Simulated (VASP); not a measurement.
A run of VASP 6.6.1 is set up as follows.

INCAR

```
ALGO = Normal
EDIFF = 1E-7
EDIFFG = -0.01
ENCUT = 600
GGA_COMPAT = F
IBRION = 2
ISIF = 3
ISMEAR = 0
LASPH = T
LCHARG = F
LREAL = F
LWAVE = F
NELM = 120
NELMIN = 4
NSW = 80
PREC = Accurate
SIGMA = 0.01
```

File KPOINTS:

```
k-points
0
Gamma
  8 8 8
```

Contents of POSCAR:

```
SnO2
1.0
   -2.0000685000      2.0000685000      5.1236790000
    2.0000685000     -2.0000685000      5.1236790000
    2.0000685000      2.0000685000     -5.1236790000
Sn O
2 4
Direct
    0.7500000000      0.2500000000      0.5000000000
    0.0000000000      1.0000000000      0.0000000000
    0.7965230000      0.7965230000      0.0000000000
    0.2034770000      0.2034770000      0.0000000000
   -0.0465230000      0.4534770000      0.5000000000
    0.5465230000      1.0465230000      0.5000000000
```

Potentials or basis: VASP PAW LDA potentials, release 64 (Sn_d, O).

Command:

```bash
$ cat potpaw_LDA.64/Sn_d/POTCAR potpaw_LDA.64/O/POTCAR > POTCAR
$ mpirun -np 1 vasp_std > vasp.out
```

Task: Predict the band gap on the k mesh.

Result: 1.72 eV (least direct gap 2.12 eV).

Task: What does it give for the relaxed cell?

Result: a = 5.818 Å, b = 5.818 Å, c = 5.818 Å, α = 140.03°, β = 140.03°, γ = 57.81°.

Task: What does it give for the space group after relaxing (to 0.1 Å)?

Result: I4_1/amd (No. 141).

Forces on the atoms (eV/Å):
```
Sn   0.000  0.000  0.000
Sn   0.000  0.000  0.000
O    0.000  0.000  0.008
O    0.000  0.000 -0.008
O    0.000  0.000 -0.008
O    0.000  0.000  0.008
```

Caveat: spin-orbit coupling is left out, which moves the levels of the heavy elements. A k mesh can miss the band edges.
